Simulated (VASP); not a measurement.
# SnSe2 (P-3m1) in VASP: single point with PBE

Aim: the single point of SnSe2 with PBE.

Program: VASP 6.6.1. These are calculated values, not measurements. Logs are shortened: lines on timing, memory, paths and dates and some standing lists are left out, and cuts for length are marked.

## Step 1: The cell of the first run

The structure is trigonal, space group P-3m1 (No. 164). The conventional cell has a = 3.826 Å, b = 3.826 Å, c = 6.232 Å, α = 90.00°, β = 90.00°, γ = 120.00°. Sn (site symmetry -3m) has 6 Se at 2.71 Å within 3.6 Å. Se (site symmetry 3m) has 3 Sn at 2.71 Å within 3.6 Å.

## Step 2: Single point, PBE

Contents of INCAR:

```
  PREC = Accurate
  ENCUT = 520
  EDIFF = 1E-7
  ISMEAR = 0
  SIGMA = 0.01
  LREAL = False
  LASPH = True
  NELM = 60
  ALGO = Normal
  ISIF = 2
  LWAVE = False
  LCHARG = True
  GGA = PE
  LELF = True
  LVHAR = True
  NBANDS = 20
```

Contents of KPOINTS:

```
Automatic mesh
0
Gamma
  12 12 8
```

Contents of POSCAR:

```
SnSe2
1.0
    3.8255260000      0.0000000000      0.0000000000
   -1.9127630000      3.3130030000      0.0000000000
    0.0000000000      0.0000000000      6.2315860000
Sn Se
1 2
Direct
    0.0000000000      0.0000000000      0.0000000000
    0.3333330000      0.6666670000      0.2529370000
    0.6666670000      0.3333330000      0.7470630000
```

Potentials or basis: VASP PAW PBE potentials, release 64 (Sn_d, Se).

Launch:

```
$ cat potpaw_PBE.64/Sn_d/POTCAR potpaw_PBE.64/Se/POTCAR > POTCAR
$ mpirun -np 1 vasp_std > vasp.out
```

OUTCAR:

```text
PREC = Accurate
   ENCUT = 520
   EDIFF = 1E-7
   ISMEAR = 0
   LREAL = False
   LASPH = True
   NELM = 60
   ISIF = 2
   GGA = PE

 ion  position               nearest neighbor table
   1  0.000  0.000  0.000-   2 2.71   3 2.71   3 2.71   2 2.71   3 2.71   2 2.71
   2  0.333  0.667  0.253-   1 2.71   1 2.71   1 2.71
   3  0.667  0.333  0.747-   1 2.71   1 2.71   1 2.71

  LATTYP: Found a hexagonal cell.
 ALAT       =     3.8255260000
 C/A-ratio  =     1.6289488034

  Lattice vectors:

 A1 = (   3.8255260000,   0.0000000000,   0.0000000000)
 A2 = (  -1.9127630000,   3.3130030000,   0.0000000000)
 A3 = (   0.0000000000,   0.0000000000,   6.2315860000)

Analysis of symmetry for initial positions (statically):
=====================================================================
 Subroutine PRICEL returns:
 Original cell was already a primitive cell.

 Routine SETGRP: Setting up the symmetry group for a
 hexagonal supercell.

 Subroutine GETGRP returns: Found 12 space group operations
 (whereof 12 operations were pure point group operations)
 out of a pool of 24 trial point group operations.

The static configuration has the point symmetry D_3d.

Analysis of symmetry for dynamics (positions and initial velocities):
=====================================================================
 Subroutine PRICEL returns:
 Original cell was already a primitive cell.

 Routine SETGRP: Setting up the symmetry group for a
 hexagonal supercell.

 Subroutine GETGRP returns: Found 12 space group operations
 (whereof 12 operations were pure point group operations)
 out of a pool of 24 trial point group operations.

The dynamic configuration has the point symmetry D_3d.

 Subroutine INISYM returns: Found 12 space group operations
 (whereof 12 operations are pure point group operations),
 and found     1 'primitive' translations

----------------------------------------------------------------------------------------

                                     Primitive cell

  volume of cell :      78.9790

  direct lattice vectors                    reciprocal lattice vectors
     3.825526000  0.000000000  0.000000000     0.261401961  0.150920479  0.000000000
    -1.912763000  3.313003000  0.000000000     0.000000000  0.301840958  0.000000000
     0.000000000  0.000000000  6.231586000     0.000000000  0.000000000  0.160472791

  length of vectors
     3.825526000  3.825526261  6.231586000     0.301840979  0.301840958  0.160472791

  position of ions in fractional coordinates (direct lattice)
     0.000000000  0.000000000  0.000000000
     0.333333000  0.666667000  0.252937000
     0.666667000  0.333333000  0.747063000

  ion indices of the primitive-cell ions
   primitive index   ion index
                 1           1
                 2           2
                 3           3

----------------------------------------------------------------------------------------

 KPOINTS: Automatic mesh

Automatic generation of k-mesh.
 Grid dimensions read from file:
 generate k-points for:   12   12    8

 Generating k-lattice:

  Cartesian coordinates                     Fractional coordinates (reciprocal lattice)
     0.021783497  0.012576707  0.000000000     0.083333333 -0.000000000  0.000000000
     0.000000000  0.025153413  0.000000000     0.000000000  0.083333333  0.000000000
     0.000000000  0.000000000  0.020059099     0.000000000  0.000000000  0.125000000

  Length of vectors
     0.025153415  0.025153413  0.020059099

  Shift w.r.t. Gamma in fractional coordinates (k-lattice)
     0.000000000  0.000000000  0.000000000

 Subroutine IBZKPT returns following result:
 ===========================================

 Found    131 irreducible k-points:

 Following reciprocal coordinates:
            Coordinates               Weight
  0.000000  0.000000  0.000000      1.000000
  0.083333  0.000000  0.000000      6.000000
  0.166667 -0.000000  0.000000      6.000000
  0.250000  0.000000  0.000000      6.000000
  0.333333  0.000000  0.000000      6.000000
  0.416667  0.000000  0.000000      6.000000
[... 16 lines left out ...]
  0.166667 -0.000000  0.125000      6.000000
  0.000000  0.166667  0.125000      6.000000
 [... further k-points ...]
   k-points           NKPTS =    131   k-points in BZ     NKDIM =    131   number of bands    NBANDS=     20
   number of dos      NEDOS =    301   number of ions     NIONS =      3
   total plane-waves  NPLWV =  37632
   dimension x,y,z NGX =    28 NGY =   28 NGZ =   48
   dimension x,y,z NGXF=    56 NGYF=   56 NGZF=   96
   ions per type =               1   2
   NGX,Y,Z   is equivalent  to a cutoff of  12.17, 12.17, 12.81 a.u.
   NGXF,Y,Z  is equivalent  to a cutoff of  24.34, 24.34, 25.61 a.u.
 SYSTEM =  unknown system
   PREC   = accura    normal or accurate (medium, high low for compatibility)
   ISTART =      0    job   : 0-new  1-cont  2-samecut
   ICHARG =      2    charge: 1-file 2-atom 10-const
   ISPIN  =      1    spin polarized calculation?
   LNONCOLLINEAR =      F non collinear calculations
   LSORBIT =      F    spin-orbit coupling
   LASPH  =      T    aspherical Exc in radial PAW
   ENCUT  =  520.0 eV  38.22 Ry    6.18 a.u.   7.11  7.11 11.59*2*pi/ulx,y,z
   NELM   =     60;   NELMIN=  2; NELMDL= -5     # of ELM steps
   EDIFF  = 0.1E-06   stopping-criterion for ELM
   LREAL  =      F    real-space projection
   EDIFFG = 0.1E-05   stopping-criterion for IOM
   NSW    =      0    number of steps for IOM
   IBRION =     -1    ionic relax: 0-MD 1-quasi-New 2-CG
   NFREE  =      0    steps in history (QN), initial steepest desc. (CG)
   ISIF   =      2    stress and relaxation
   ISYM   =      2    0-nonsym 1-usesym 2-fastsym
   POTIM  = 0.5000    time-step for ionic-motion
   TEBEG  =    0.0;   TEEND  =   0.0 temperature during run
   PSTRESS=    0.0 pullay stress
   NELECT =      26.0000    total number of electrons
   NUPDOWN=      -1.0000    fix difference up-down
   EMIN   =  10.00;   EMAX   =-10.00  energy-range for DOS
   EFERMI =   0.00;   METHOD = LEGACY
   ISMEAR =     0;   SIGMA  =   0.01  broadening in eV -4-tet -1-fermi 0-gaus
   EFERMI_NEDOS =   21; number of points for ismear=-14 and -15
   IALGO  =     38    algorithm
   IMIX   =      4    mixing-type and parameters
     AMIX     =   0.40;   BMIX     =  1.00
     AMIX_MAG =   1.60;   BMIX_MAG =  1.00
  volume/ion in A,a.u.               =      26.33       177.66
  Fermi-wavevector in a.u.,A,eV,Ry     =   1.130391  2.136130 17.385309  1.277784
  Thomas-Fermi vector in A             =   2.267087
   LORBIT       =      0    0 simple, 1 ext, 2 COOP (PROOUT), +10 PAW based schemes
   GGA     = PE    functional components
   LHFCALC =     F    Hartree Fock is set to
   AEXX    =    0.0000 exact exchange contribution
   IVDW    =     0    specifies the selected vdW correction
   LEPSILON=     F    determine dielectric tensor
   LRPA    =     F    only Hartree local field effects (RPA)
 non-spin polarized calculation
 Gauss-broadening in eV      SIGMA  =   0.01
  energy-cutoff  :      520.00
  volume of cell :       78.98
 maximum number of plane-waves:      2154
   NGX = 15   NGY = 15   NGZ = 23

 number of electron      26.0000000 magnetization

 Free energy of the ion-electron system (eV)
  ---------------------------------------------------
  ext. energy  EPLUGINS =         0.00000000
  ---------------------------------------------------
  free energy    TOTEN  =       -11.82509523 eV

  energy without entropy =      -11.82509523  energy(sigma->0) =      -11.82509523

 E-fermi :   4.0518     XC(G=0):  -9.3697

 val. band max:        3.9284344248   @ k =   0.0833   0.0833   0.0000
 cond. band min:       4.6026666265   @ k =   0.5000   0.0000   0.3750
 fundamental gap:      0.6742322017
 Fermi energy:         4.0517536940

 k-point     1 :       0.0000    0.0000    0.0000
  band No.  band energies     occupation
      1     -17.2951      2.00000
      2     -17.2951      2.00000
      3     -17.2582      2.00000
      4     -17.2466      2.00000
      5     -17.2466      2.00000
      6      -9.8383      2.00000
[... 12 lines left out ...]
     19      12.9190      0.00000
     20      12.9190      0.00000

 k-point     2 :       0.0833    0.0000    0.0000
  band No.  band energies     occupation
      1     -17.2979      2.00000
      2     -17.2926      2.00000
      3     -17.2564      2.00000
      4     -17.2484      2.00000
      5     -17.2464      2.00000
      6      -9.7708      2.00000
[... 12 lines left out ...]
     19      12.2508      0.00000
     20      13.0071      0.00000

 k-point     3 :       0.1667   -0.0000    0.0000
  band No.  band energies     occupation
      1     -17.3064      2.00000
      2     -17.2862      2.00000
      3     -17.2544      2.00000
      4     -17.2492      2.00000
      5     -17.2452      2.00000
      6      -9.5730      2.00000
[... 12 lines left out ...]
     19      12.1770      0.00000
     20      13.1980      0.00000

 k-point     4 :       0.2500    0.0000    0.0000
  band No.  band energies     occupation
      1     -17.3191      2.00000
      2     -17.2795      2.00000
      3     -17.2595      2.00000
      4     -17.2415      2.00000
      5     -17.2414      2.00000
      6      -9.2607      2.00000
[... 12 lines left out ...]
     19      12.2141      0.00000
     20      13.4756      0.00000

 k-point     5 :       0.3333    0.0000    0.0000
  band No.  band energies     occupation
      1     -17.3326      2.00000
      2     -17.2755      2.00000
      3     -17.2645      2.00000
      4     -17.2350      2.00000
      5     -17.2329      2.00000
      6      -8.8695      2.00000
[... 12 lines left out ...]
     19      12.9323      0.00000
     20      13.6831      0.00000
[... 353 lines left out ...]
      6      -9.7490      2.00000
[... 12 lines left out ...]
     19      12.2530      0.00000
     20      13.0497      0.00000

 k-point    22 :       0.0000    0.0833    0.1250
  band No.  band energies     occupation
      1     -17.2979      2.00000
      2     -17.2926      2.00000
      3     -17.2564      2.00000
      4     -17.2484      2.00000
      5     -17.2464      2.00000
      6      -9.7489      2.00000
[... 12 lines left out ...]
     19      12.1355      0.00000
     20      12.8081      0.00000

 k-point    23 :       0.1667   -0.0000    0.1250
  band No.  band energies     occupation
      1     -17.3064      2.00000
      2     -17.2862      2.00000
      3     -17.2544      2.00000
      4     -17.2492      2.00000
      5     -17.2452      2.00000
      6      -9.5517      2.00000
[... 12 lines left out ...]
     19      12.5511      0.00000
     20      12.7566      0.00000

 k-point    24 :       0.0000    0.1667    0.1250
  band No.  band energies     occupation
      1     -17.3064      2.00000
      2     -17.2862      2.00000
      3     -17.2545      2.00000
      4     -17.2492      2.00000
      5     -17.2452      2.00000
      6      -9.5515      2.00000
[... 12 lines left out ...]
     19      11.9758      0.00000
     20      12.9777      0.00000

 [... further k-points ...]
[... 5 lines left out ...]
  --------------------------------------------------------------------------------------
  -------------------------------------------------------------------------------------
  Total        1.4169861      1.4169863      1.4967081      0.0000000      0.0000000      0.0000000
  in kB       28.7451504     28.7451556     30.3624015      0.0000000      0.0000000      0.0000000
  external PRESSURE =      29.2842358 kB  Pullay stress =       0.0000000 kB

 VOLUME and BASIS-vectors are now :
 -----------------------------------------------------------------------------
  energy-cutoff  :      520.00
  volume of cell :       78.98
      direct lattice vectors                 reciprocal lattice vectors
     3.825526000  0.000000000  0.000000000     0.261401961  0.150920479  0.000000000
    -1.912763000  3.313003000  0.000000000     0.000000000  0.301840958  0.000000000
     0.000000000  0.000000000  6.231586000     0.000000000  0.000000000  0.160472791

 POSITION                                       TOTAL-FORCE (eV/Angst)
 -----------------------------------------------------------------------------------
      0.00000      0.00000      0.00000         0.000000      0.000000      0.000000
     -0.00000      2.20867      1.57620        -0.000000     -0.000000      0.270144
      1.91276      1.10433      4.65539         0.000000      0.000000     -0.270144
 -----------------------------------------------------------------------------------
    total drift:                               -0.000000      0.000000      0.000000

  FREE ENERGIE OF THE ION-ELECTRON SYSTEM (eV)
  ---------------------------------------------------
  free  energy   TOTEN  =       -11.8250952316 eV

  energy  without entropy=      -11.8250952316  energy(sigma->0) =      -11.82509523
```

Run time: 4.1 min. Hardware: 1 thread of Intel Xeon 8259CL, shared host; peak memory 0.33 GiB.

Results:

- Free energy: -11.8251 eV
- Pressure: 2.9 GPa
- Largest force: 0.270 eV/Å
- Band gap on the k mesh: 0.67 eV (least direct gap 1.13 eV)

Forces on the atoms (eV/Å):
```
Sn   0.000  0.000  0.000
Se   0.000  0.000  0.270
Se   0.000  0.000 -0.270
```

Caveat: spin-orbit coupling is left out, which moves the levels of the heavy elements; this functional lacks dispersion, which binds the layers, so the pressure and a relaxed spacing across them are unreliable. A k mesh can miss the band edges.
